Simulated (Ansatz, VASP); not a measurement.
Zn in VASP and in Ansatz

```xyz
1
Lattice="2.6302 0.0000 0.0000 0.0000 2.6302 0.0000 0.0000 0.0000 2.6302" Properties=species:S:1:pos:R:3 pbc="T T T"
Zn    0.0000    0.0000    0.0000
```

Alike in both runs: task single point; functional PBEsol; k mesh 14 × 14 × 14; occupations fermi-dirac, width 0.1 eV; no spin polarisation.

|  | VASP | Ansatz |
| --- | --- | --- |
| version | VASP 6.6.1 | Ansatz 0.2.0 |
| potentials or method | VASP PAW PBE potentials, release 64 (Zn), cutoff 520 eV | plane waves (420 eV) with PAW, scalar-relativistic |
| valence electrons in the cell | 12 | 12 |

Ansatz gave:

- pressure (GPa): -3.8

Question: What did VASP give for the same quantities?

Answer: Pressure (GPa): -3.6.

VASP's potentials were made for PBE, not for PBEsol, and Ansatz warns of the same on its side.
